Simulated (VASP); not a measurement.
# Ge: single point with r2SCAN

Crystal: Ge.

```
Ge
1.0
     3.96399    0.00000    0.00000
    -1.98200    3.43292    0.00000
     0.00000    0.00000    6.54392
Ge
4
Cartesian
  1.9820 1.1443 0.4116
  0.0000 2.2886 3.6836
  1.9820 1.1443 2.8603
  0.0000 2.2886 6.1323
```

This isn't the form of Ge at room conditions, which is diamond.

```
Program                : VASP 6.6.1
Task                   : single point
Functional             : r2SCAN
Potentials or basis    : VASP PAW PBE potentials, release 64 (Ge_d)
Cutoff                 : 520 eV
k mesh                 : 7 × 7 × 4
Occupations            : fermi-dirac, width 0.05 eV
Spin                   : no spin polarisation
Dipole correction      : no
Further INCAR settings : ALGO = Normal; EDIFF = 1e-07; NBANDS = 36
```

```json
{
 "Pressure": "1.9 GPa",
 "Largest force": "0.016 eV/Å",
 "Band gap on the k mesh": "0.13 eV"
}
```

Forces on the atoms (eV/Å):
```
Ge   0.000  0.000  0.016
Ge   0.000  0.000  0.016
Ge   0.000  0.000 -0.016
Ge   0.000  0.000 -0.016
```

Levels at points of the mesh, in eV from the valence-band top:
```
           k point  band 24  band 25  band 26  band 27  band 28  band 29  band 30  band 31  band 32  band 33
(0.00, 0.00, 0.00)    -1.73    -1.73    -0.30     0.00     0.00     0.13     0.48     2.29     2.29     2.82
(0.00, 0.00, 0.50)    -5.10    -1.06    -1.06    -1.06    -1.06     0.93     0.93     3.48     3.48     3.48
```

Wall time 9 min on 1 thread of Intel Xeon 8259CL, on a shared host, peak memory 0.23 GiB.

Caveat: the PAW data sets were made with another functional, which shifts forces and pressure a little; an odd mesh through Γ misses points on the zone boundary, where band edges can lie.
